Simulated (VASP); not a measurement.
# NdZrS2 (P-6m2) in VASP: further runs

NdZrS2 is run at these levels: PBE; tasks: single point, relaxation of cell and atoms.

All numbers are computed with VASP 6.6.1; they aren't measurements. Logs are shortened: lines on timing, memory, paths and dates and some standing lists are left out, and cuts for length are marked.

**1. The cell of the first run**

The structure is hexagonal, space group P-6m2 (No. 187). The conventional cell has a = 3.632 Å, b = 3.632 Å, c = 7.272 Å, α = 90.00°, β = 90.00°, γ = 120.00°. Within 3.8 Å of Nd (site symmetry -6m2) lie 6 S at 2.90 Å and 6 Nd at 3.63 Å and 2 Zr at 3.64 Å. Within 3.7 Å of Zr (site symmetry -6m2) lie 6 S at 2.66 Å and 6 Zr at 3.63 Å and 2 Nd at 3.64 Å. Within 3.7 Å of S (site symmetry 3m) lie 3 Zr at 2.66 Å and 3 Nd at 2.90 Å and 7 S at 3.26 to 3.63 Å.

The cell was generated, and may not be a known phase.

**2. Single point, PBE**

Contents of INCAR:

```
SYSTEM = NdZrS2
PREC = Accurate ; ENCUT = 520
EDIFF = 1E-6 ; ISMEAR = 0
SIGMA = 0.2 ; LREAL = .FALSE.
LASPH = .TRUE. ; NELM = 80
ALGO = Normal ; ISIF = 2
LWAVE = .FALSE. ; LCHARG = .TRUE.
GGA = PE ; LELF = .TRUE.
LVHAR = .TRUE. ; NBANDS = 27
```

Contents of KPOINTS:

```
regular mesh
0
G
  6 6 3
  0 0 0
```

Contents of POSCAR:

```
NdZrS2
1.0
    3.6323596311      0.0000000027      0.0000000000
   -1.8161798178      3.1457157149      0.0000000000
    0.0000000000      0.0000000000      7.2718395574
Nd Zr S
1 1 2
Direct
    0.6666666667      0.3333333333      0.5000000000
    0.6666666667      0.3333333333      0.0000000000
    0.3333333333      0.6666666667      0.2241752868
    0.3333333333      0.6666666667      0.7758247132
```

Potentials or basis: VASP PAW PBE potentials, release 64 (Nd, Zr_sv, S).

Started as:

```sh
cat potpaw_PBE.64/Nd/POTCAR potpaw_PBE.64/Zr_sv/POTCAR potpaw_PBE.64/S/POTCAR > POTCAR
mpirun -np 1 vasp_std > vasp.out
```

OUTCAR:

```text
SYSTEM = NdZrS2
   PREC = Accurate
   ENCUT = 520
   EDIFF = 1E-6
   ISMEAR = 0
   LREAL = .FALSE.
   LASPH = .TRUE.
   NELM = 80
   ISIF = 2
   GGA = PE

 ion  position               nearest neighbor table
   1  0.667  0.333  0.500-   3 2.90   4 2.90   3 2.90   4 2.90   3 2.90   4 2.90   2 3.64   2 3.64

   2  0.667  0.333  0.000-   3 2.66   4 2.66   3 2.66   4 2.66   3 2.66   4 2.66   1 3.64   1 3.64

   3  0.333  0.667  0.224-   2 2.66   2 2.66   2 2.66   1 2.90   1 2.90   1 2.90
   4  0.333  0.667  0.776-   2 2.66   2 2.66   2 2.66   1 2.90   1 2.90   1 2.90

  LATTYP: Found a hexagonal cell.
 ALAT       =     3.6323596311
 C/A-ratio  =     2.0019602396

  Lattice vectors:

 A1 = (   3.6323596311,   0.0000000027,   0.0000000000)
 A2 = (  -1.8161798178,   3.1457157149,   0.0000000000)
 A3 = (   0.0000000000,   0.0000000000,   7.2718395574)

Analysis of symmetry for initial positions (statically):
=====================================================================
 Subroutine PRICEL returns:
 Original cell was already a primitive cell.

 Routine SETGRP: Setting up the symmetry group for a
 hexagonal supercell.

 Subroutine GETGRP returns: Found 12 space group operations
 (whereof 12 operations were pure point group operations)
 out of a pool of 24 trial point group operations.

The static configuration has the point symmetry D_3h.

Analysis of symmetry for dynamics (positions and initial velocities):
=====================================================================
 Subroutine PRICEL returns:
 Original cell was already a primitive cell.

 Routine SETGRP: Setting up the symmetry group for a
 hexagonal supercell.

 Subroutine GETGRP returns: Found 12 space group operations
 (whereof 12 operations were pure point group operations)
 out of a pool of 24 trial point group operations.

The dynamic configuration has the point symmetry D_3h.

 Subroutine INISYM returns: Found 12 space group operations
 (whereof 12 operations are pure point group operations),
 and found     1 'primitive' translations

----------------------------------------------------------------------------------------

                                     Primitive cell

  volume of cell :      83.0907

  direct lattice vectors                    reciprocal lattice vectors
     3.632359631  0.000000003  0.000000000     0.275303137  0.158946340  0.000000000
    -1.816179818  3.145715715  0.000000000    -0.000000000  0.317892680  0.000000000
     0.000000000  0.000000000  7.271839557     0.000000000  0.000000000  0.137516785

  length of vectors
     3.632359631  3.632359631  7.271839557     0.317892680  0.317892680  0.137516785

  position of ions in fractional coordinates (direct lattice)
     0.666666667  0.333333333  0.500000000
     0.666666667  0.333333333  0.000000000
     0.333333333  0.666666667  0.224175287
     0.333333333  0.666666667  0.775824713

  ion indices of the primitive-cell ions
   primitive index   ion index
                 1           1
                 2           2
                 3           3
                 4           4

----------------------------------------------------------------------------------------

 KPOINTS: regular mesh

Automatic generation of k-mesh.
 Grid dimensions read from file:
 generate k-points for:    6    6    3

 Generating k-lattice:

  Cartesian coordinates                     Fractional coordinates (reciprocal lattice)
     0.045883856  0.026491057  0.000000000     0.166666667  0.000000000  0.000000000
    -0.000000000  0.052982113  0.000000000     0.000000000  0.166666667  0.000000000
     0.000000000  0.000000000  0.045838928     0.000000000  0.000000000  0.333333333

  Length of vectors
     0.052982113  0.052982113  0.045838928

  Shift w.r.t. Gamma in fractional coordinates (k-lattice)
     0.000000000  0.000000000  0.000000000

 Subroutine IBZKPT returns following result:
 ===========================================

 Found     14 irreducible k-points:

 Following reciprocal coordinates:
            Coordinates               Weight
  0.000000  0.000000  0.000000      1.000000
  0.166667 -0.000000  0.000000      6.000000
  0.333333 -0.000000  0.000000      6.000000
  0.500000 -0.000000  0.000000      3.000000
  0.166667  0.166667  0.000000      6.000000
  0.333333  0.166667  0.000000     12.000000
  0.333333  0.333333  0.000000      2.000000
  0.000000  0.000000  0.333333      2.000000
  0.166667 -0.000000  0.333333     12.000000
  0.333333 -0.000000  0.333333     12.000000
  0.500000 -0.000000  0.333333      6.000000
  0.166667  0.166667  0.333333     12.000000
  0.333333  0.166667  0.333333     24.000000
  0.333333  0.333333  0.333333      4.000000
   k-points           NKPTS =     14   k-points in BZ     NKDIM =     14   number of bands    NBANDS=     27
   number of dos      NEDOS =    301   number of ions     NIONS =      4
   total plane-waves  NPLWV =  42336
   dimension x,y,z NGX =    28 NGY =   28 NGZ =   54
   dimension x,y,z NGXF=    56 NGYF=   56 NGZF=  108
   ions per type =               1   1   2
   NGX,Y,Z   is equivalent  to a cutoff of  12.82, 12.82, 12.35 a.u.
   NGXF,Y,Z  is equivalent  to a cutoff of  25.63, 25.63, 24.69 a.u.
 SYSTEM =  NdZrS2
   PREC   = accura    normal or accurate (medium, high low for compatibility)
   ISTART =      0    job   : 0-new  1-cont  2-samecut
   ICHARG =      2    charge: 1-file 2-atom 10-const
   ISPIN  =      1    spin polarized calculation?
   LNONCOLLINEAR =      F non collinear calculations
   LSORBIT =      F    spin-orbit coupling
   LASPH  =      T    aspherical Exc in radial PAW
   ENCUT  =  520.0 eV  38.22 Ry    6.18 a.u.   6.75  6.75 13.52*2*pi/ulx,y,z
   NELM   =     80;   NELMIN=  2; NELMDL= -5     # of ELM steps
   EDIFF  = 0.1E-05   stopping-criterion for ELM
   LREAL  =      F    real-space projection
   EDIFFG = 0.1E-04   stopping-criterion for IOM
   NSW    =      0    number of steps for IOM
   IBRION =     -1    ionic relax: 0-MD 1-quasi-New 2-CG
   NFREE  =      0    steps in history (QN), initial steepest desc. (CG)
   ISIF   =      2    stress and relaxation
   ISYM   =      2    0-nonsym 1-usesym 2-fastsym
   POTIM  = 0.5000    time-step for ionic-motion
   TEBEG  =    0.0;   TEEND  =   0.0 temperature during run
   PSTRESS=    0.0 pullay stress
   NELECT =      38.0000    total number of electrons
   NUPDOWN=      -1.0000    fix difference up-down
   EMIN   =  10.00;   EMAX   =-10.00  energy-range for DOS
   EFERMI =   0.00;   METHOD = LEGACY
   ISMEAR =     0;   SIGMA  =   0.20  broadening in eV -4-tet -1-fermi 0-gaus
   EFERMI_NEDOS =   21; number of points for ismear=-14 and -15
   IALGO  =     38    algorithm
   IMIX   =      4    mixing-type and parameters
     AMIX     =   0.40;   BMIX     =  1.00
     AMIX_MAG =   1.60;   BMIX_MAG =  1.00
  volume/ion in A,a.u.               =      20.77       140.18
  Fermi-wavevector in a.u.,A,eV,Ry     =   1.261300  2.383512 21.645215  1.590878
  Thomas-Fermi vector in A             =   2.394766
   LORBIT       =      0    0 simple, 1 ext, 2 COOP (PROOUT), +10 PAW based schemes
   GGA     = PE    functional components
   LHFCALC =     F    Hartree Fock is set to
   AEXX    =    0.0000 exact exchange contribution
   IVDW    =     0    specifies the selected vdW correction
   LEPSILON=     F    determine dielectric tensor
   LRPA    =     F    only Hartree local field effects (RPA)
 non-spin polarized calculation
 Gauss-broadening in eV      SIGMA  =   0.20
  energy-cutoff  :      520.00
  volume of cell :       83.09
 maximum number of plane-waves:      2259
 NGX is ok and might be reduce to    28
   NGX = 13   NGY = 13   NGZ = 27

 number of electron      37.9999997 magnetization

 Free energy of the ion-electron system (eV)
  ---------------------------------------------------
  ext. energy  EPLUGINS =         0.00000000
  ---------------------------------------------------
  free energy    TOTEN  =       -28.50144594 eV

  energy without entropy =      -28.06690439  energy(sigma->0) =      -28.28417517

 E-fermi :   7.9530     XC(G=0): -10.8519

 val. band max:        7.9516324724   @ k =   0.5000  -0.0000   0.0000
 cond. band min:       7.9560811450   @ k =   0.3333   0.1667   0.0000
 fundamental gap:      0.0044486727
 Fermi energy:         7.9529909265

 k-point     1 :       0.0000    0.0000    0.0000
  band No.  band energies     occupation
      1     -41.4832      2.00000
      2     -29.1380      2.00000
      3     -19.5917      2.00000
      4     -19.4258      2.00000
      5     -19.4258      2.00000
      6     -10.8693      2.00000
[... 19 lines left out ...]
     26       8.8160      0.00000
     27      10.0059      0.00000

 k-point     2 :       0.1667   -0.0000    0.0000
  band No.  band energies     occupation
      1     -41.4780      2.00000
      2     -29.1117      2.00000
      3     -19.5755      2.00000
      4     -19.4959      2.00000
      5     -19.4411      2.00000
      6     -10.7766      2.00000
[... 19 lines left out ...]
     26       9.3712      0.00000
     27      10.0379      0.00000

 k-point     3 :       0.3333   -0.0000    0.0000
  band No.  band energies     occupation
      1     -41.4674      2.00000
      2     -29.0586      2.00000
      3     -19.6326      2.00000
      4     -19.5427      2.00000
      5     -19.4714      2.00000
      6     -10.8845      2.00000
[... 19 lines left out ...]
     26      10.2869      0.00000
     27      10.4181      0.00000

 k-point     4 :       0.5000   -0.0000    0.0000
  band No.  band energies     occupation
      1     -41.4621      2.00000
      2     -29.0317      2.00000
      3     -19.6993      2.00000
      4     -19.5263      2.00000
      5     -19.4864      2.00000
      6     -11.1330      2.00000
[... 19 lines left out ...]
     26      10.2728      0.00000
     27      10.8072      0.00000
[... 216 lines left out ...]
      4     -19.5494      2.00000
      5     -19.4768      2.00000
      6     -10.7015      2.00000
[... 19 lines left out ...]
     26       9.3303      0.00000
     27       9.8527      0.00000

 k-point    13 :       0.3333    0.1667    0.3333
  band No.  band energies     occupation
      1     -41.4621      2.00000
      2     -29.0318      2.00000
      3     -19.6658      2.00000
      4     -19.5250      2.00000
      5     -19.5212      2.00000
      6     -11.0057      2.00000
[... 19 lines left out ...]
     26       9.7411      0.00000
     27      10.4827      0.00000

 k-point    14 :       0.3333    0.3333    0.3333
  band No.  band energies     occupation
      1     -41.4594      2.00000
      2     -29.0183      2.00000
      3     -19.6390      2.00000
      4     -19.5901      2.00000
      5     -19.5169      2.00000
      6     -10.8921      2.00000
[... 19 lines left out ...]
     26       9.6384      0.00000
     27      10.2523      0.00000

------------------------ aborting loop because EDIFF is reached ----------------------------------------

  FORCE on cell =-STRESS in cart. coord.  units (eV):
  Direction    XX          YY          ZZ          XY          YZ          ZX
  --------------------------------------------------------------------------------------
  -------------------------------------------------------------------------------------
  Total       -1.5483367     -1.5483367     -0.7290944     -0.0000000      0.0000000      0.0000000
  in kB      -29.8554334    -29.8554334    -14.0585888     -0.0000000      0.0000000      0.0000000
  external PRESSURE =     -24.5898185 kB  Pullay stress =       0.0000000 kB

 VOLUME and BASIS-vectors are now :
 -----------------------------------------------------------------------------
  energy-cutoff  :      520.00
  volume of cell :       83.09
      direct lattice vectors                 reciprocal lattice vectors
     3.632359631  0.000000003  0.000000000     0.275303137  0.158946340  0.000000000
    -1.816179818  3.145715715  0.000000000    -0.000000000  0.317892680  0.000000000
     0.000000000  0.000000000  7.271839557     0.000000000  0.000000000  0.137516785

 POSITION                                       TOTAL-FORCE (eV/Angst)
 -----------------------------------------------------------------------------------
      1.81618      1.04857      3.63592         0.000000      0.000000      0.000000
      1.81618      1.04857      0.00000         0.000000      0.000000      0.000000
     -0.00000      2.09714      1.63017        -0.000000      0.000000      0.085841
     -0.00000      2.09714      5.64167        -0.000000     -0.000000     -0.085841
 -----------------------------------------------------------------------------------
    total drift:                               -0.000000      0.000000      0.000000

  FREE ENERGIE OF THE ION-ELECTRON SYSTEM (eV)
  ---------------------------------------------------
  free  energy   TOTEN  =       -28.5014459394 eV

  energy  without entropy=      -28.0669043948  energy(sigma->0) =      -28.28417517
```

It took 46 s on 1 thread of Intel Xeon 6975P-C (Granite Rapids), shared host; peak memory 0.21 GiB.

Results:

| Property | Result |
| --- | --- |
| Free energy | -28.5014 eV |
| Pressure | -2.5 GPa |
| Largest force | 0.086 eV/Å |
| Band gap on the k mesh | zero (bands 19 and 20 overlap by 0.09 eV) |

Forces on the atoms (eV/Å):
```
Nd   0.000  0.000  0.000
Zr   0.000  0.000  0.000
S    0.000  0.000  0.086
S    0.000  0.000 -0.086
```

Stress tensor (GPa, compression positive):
```
-2.99  0.00  0.00
 0.00 -2.99  0.00
 0.00  0.00 -1.41
```

Caveat: spin-orbit coupling is left out, which moves the levels of the heavy elements; the run has no spin polarisation, though such a crystal can be magnetic; semilocal functionals describe open f shells poorly, which spoils levels, moments and volumes. Spin polarisation is off, so any magnetic state and its effect on volume and gap are missing.

**3. Relaxation of cell and atoms, PBE**

This run uses another cell than the first one, of 22.80 Å³/atom.

Contents of INCAR:

```
  PREC = Accurate
  ENCUT = 600
  EDIFF = 1E-6
  ISMEAR = 0
  SIGMA = 0.2
  LREAL = False
  LASPH = True
  NELM = 60
  ALGO = Normal
  ISIF = 3
  LWAVE = False
  LCHARG = False
  GGA = PE
  IBRION = 2
  NSW = 36
  EDIFFG = -0.08
```

Contents of KPOINTS:

```
regular mesh
0
Gamma
  6 6 3
```

Contents of POSCAR:

```
NdZrS2
1.0
    3.9366871700      0.0000000000      0.0000000000
   -1.9683435900      3.4092711000      0.0000000000
    0.0000000000      0.0000000000      6.7940973800
Nd Zr S
1 1 2
Direct
    0.6666666700      0.3333333300      0.5000000000
    0.6666666700      0.3333333300      0.0000000000
    0.3333333300      0.6666666700      0.3678031600
    0.3333333300      0.6666666700      0.6321968400
```

Potentials or basis: VASP PAW PBE potentials, release 64 (Nd, Zr_sv, S).

Started as:

```sh
cat potpaw_PBE.64/Nd/POTCAR potpaw_PBE.64/Zr_sv/POTCAR potpaw_PBE.64/S/POTCAR > POTCAR
mpirun -np 1 vasp_std > vasp.out
```

OUTCAR:

```text
PREC = Accurate
   ENCUT = 600
   EDIFF = 1E-6
   ISMEAR = 0
   LREAL = False
   LASPH = True
   NELM = 60
   ISIF = 3
   GGA = PE
   IBRION = 2
   NSW = 36
   EDIFFG = -0.08

 ion  position               nearest neighbor table
   1  0.667  0.333  0.500-   3 2.44   4 2.44   3 2.44   4 2.44   3 2.44   4 2.44   2 3.40   2 3.40

   2  0.667  0.333  0.000-   1 3.40   1 3.40
   3  0.333  0.667  0.368-   4 1.80   1 2.44   1 2.44   1 2.44
   4  0.333  0.667  0.632-   3 1.80   1 2.44   1 2.44   1 2.44

  LATTYP: Found a hexagonal cell.
 ALAT       =     3.9366871700
 C/A-ratio  =     1.7258413195

  Lattice vectors:

 A1 = (   3.9366871700,   0.0000000000,   0.0000000000)
[... 255 lines left out ...]
  -------------------------------------------------------------------------------------
  Total     -237.9764067   -237.9764076   -231.2358314      0.0000006      0.0000000      0.0000000
  in kB    -1024.3644545  -1024.3644585   -995.3497896      0.0000025      0.0000000      0.0000000
  external PRESSURE =   -1014.6929009 kB  Pullay stress =       0.0000000 kB
[... 764 lines left out ...]
     22      10.5260      0.12009
     23      10.6781      0.00854

[... ionic steps 4 to 19 ...]

--------------------------------------- Ionic step       20  -------------------------------------------

 number of electron      37.9999998 magnetization

------------------------ aborting loop because EDIFF is reached ----------------------------------------
[... 71 lines left out ...]
--------------------------------------- Ionic step       22  -------------------------------------------

 number of electron      37.9999999 magnetization

 Free energy of the ion-electron system (eV)
  ---------------------------------------------------
  ext. energy  EPLUGINS =         0.00000000
  ---------------------------------------------------
  free energy    TOTEN  =       -28.52815534 eV

  energy without entropy =      -28.11679330  energy(sigma->0) =      -28.32247432

 E-fermi :   8.2147     XC(G=0): -11.0019

 val. band max:        8.2064741654   @ k =   0.1667   0.0000   0.3333
 cond. band min:       8.2163214050   @ k =   0.3333   0.1667   0.3333
 fundamental gap:      0.0098472396
 Fermi energy:         8.2147120337
[... 393 lines left out ...]
  FREE ENERGIE OF THE ION-ELECTRON SYSTEM (eV)
  ---------------------------------------------------
  free  energy   TOTEN  =       -28.5281553354 eV

  energy  without entropy=      -28.1167932982  energy(sigma->0) =      -28.32247432

 reached required accuracy - stopping structural energy minimisation
```

OSZICAR:

```text
N       E                     dE             d eps       ncg     rms          rms(c)
DAV:   1     0.437278888078E+03    0.43728E+03   -0.18406E+04   763   0.397E+03
DAV:   2     0.383693742744E+02   -0.39891E+03   -0.38931E+03  1055   0.568E+02
DAV:   3    -0.196232596852E+02   -0.57993E+02   -0.57238E+02  1257   0.281E+02
DAV:   4    -0.245167973454E+02   -0.48935E+01   -0.48112E+01  1244   0.486E+01
[... 641 lines left out ...]
DAV:  57    -0.265725340726E+02    0.79467E-01   -0.85082E-01  1096   0.890E+00    0.506E+00
DAV:  58    -0.265704382303E+02    0.20958E-02   -0.37698E-02  1185   0.170E+00    0.440E+00
DAV:  59    -0.265704060113E+02    0.32219E-04   -0.25587E-03   968   0.251E-01    0.444E+00
DAV:  60    -0.265713017146E+02   -0.89570E-03   -0.22167E-03  1172   0.349E-01
  11 F= -.26571302E+02 E0= -.26392280E+02  d E =-.350703E+01
       N       E
```

It took 26 min on 1 thread of Intel Xeon 6975P-C (Granite Rapids), shared host; peak memory 0.26 GiB.

What came out:

```yaml
Free_energy: -28.5282 eV
Relaxed_volume: 20.17 Å³/atom
Relaxed_cell: a = 3.577 Å, b = 3.577 Å, c = 7.282 Å, α = 90.00°, β = 90.00°, γ = 120.00°
Space_group_after_relaxing_to_0.1_Å: P-6m2 (No. 187)
Pressure_after_relaxing: -0.2 GPa
Largest_force_after_relaxing: 0.076 eV/Å
Band_gap_on_the_k_mesh: zero (bands 19 and 20 overlap by 0.11 eV)
```

Forces in eV/Å, atoms in the order of the input:
```
Nd   0.000  0.000  0.000
Zr   0.000  0.000  0.000
S    0.000  0.000 -0.076
S    0.000  0.000  0.076
```

Stress tensor (GPa, compression positive):
```
-0.30  0.00  0.00
 0.00 -0.30  0.00
 0.00  0.00  0.04
```

Final structure:
```yaml
crystal:
  lattice:
    - [3.57706, 0.00000, 0.00000]
    - [-1.78853, 3.09783, 0.00000]
    - [0.00000, 0.00000, 7.28245]
  atoms:
    - { symbol: Nd, position: [0.66667, 0.33333, 0.50000] }
    - { symbol: Zr, position: [0.66667, 0.33333, 0.00000] }
    - { symbol: S, position: [0.33333, 0.66667, 0.22679] }
    - { symbol: S, position: [0.33333, 0.66667, 0.77321] }
```

Levels at points of the mesh, in eV from the Fermi level:
```csv
k point,band 16,band 17,band 18,band 19,band 20,band 21
"(0.00, 0.00, 0.00)",-2.83,-1.81,-0.23,0.12,0.12,0.12
"(0.50, 0.00, 0.00)",-3.05,-1.51,-0.01,0.02,0.05,0.16
```

Caveat: the highest band is partly filled, so the run has too few bands; spin-orbit coupling is left out, which moves the levels of the heavy elements; the run has no spin polarisation, though such a crystal can be magnetic; semilocal functionals describe open f shells poorly, which spoils levels, moments and volumes; the relaxation stopped at a loose force limit of 0.08 eV/Å, so its end isn't a converged minimum. Spin polarisation is off, so any magnetic state and its effect on volume and gap are missing.
